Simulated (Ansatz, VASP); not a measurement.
# Two plane-wave programs on Cu

The input INCAR:

```
SYSTEM = Cu
PREC = Accurate
ENCUT = 520
EDIFF = 1E-7
ISMEAR = 0
SIGMA = 0.15
LREAL = .FALSE.
LASPH = .TRUE.
NELM = 60
ALGO = Fast
ISIF = 2
LWAVE = .FALSE.
LCHARG = .FALSE.
GGA = PS
NBANDS = 12
```

KPOINTS

```
Automatic mesh
0
G
  34 34 34
  0 0 0
```

POSCAR

```
Cu
1.0
   -1.3999027085      1.3999027085      1.4492267134
    1.3999027085     -1.3999027085      1.4492267134
    1.3999027085      1.3999027085     -1.4492267134
Cu
1
Direct
    0.0000000000      0.0000000000      0.0000000000
```

Input for Ansatz:

```yaml
crystal:
  lattice:
    - [-1.3999027085, 1.3999027085, 1.4492267134]
    - [1.3999027085, -1.3999027085, 1.4492267134]
    - [1.3999027085, 1.3999027085, -1.4492267134]
  atoms:
    - { symbol: Cu, position: [0.0, 0.0, 0.0] }
basis:
  ecutwfc: 420
kpoints:
  mp_grid: { grid: [34, 34, 34] }
hamiltonian:
  xc: pbesol
scf:
  occupations: { method: gaussian, width: 0.15 }
output:
  forces: true
  stress: true
  eigenvalues: true
```

Alike in both runs: task single point; functional PBEsol; k mesh 34 × 34 × 34; occupations gaussian, width 0.15 eV; no spin polarisation.

```csv
,VASP,Ansatz
version,VASP 6.6.1,Ansatz 0.2.0
potentials or method,"VASP PAW PBE potentials, release 64 (Cu), cutoff 520 eV","scalar-relativistic, plane waves, PAW"
valence electrons in the cell,11,19
```

|  | VASP | Ansatz | Ansatz less VASP |
| --- | --- | --- | --- |
| gap on the k mesh at the Fermi level (eV) | none | none | - |
| pressure (GPa) | 1.0 | -0.1 | -1.08 |
| traceless stress, the component that is largest in VASP (GPa) | 0.37 | 0.38 | +0.017 |

VASP's potentials were made for PBE, not for PBEsol. A gap of «none» marks a metal or a gap that the smearing closes. VASP's potentials hold 11 valence electrons a cell and Ansatz's 19, so a difference there can come from the potentials and not from the codes.
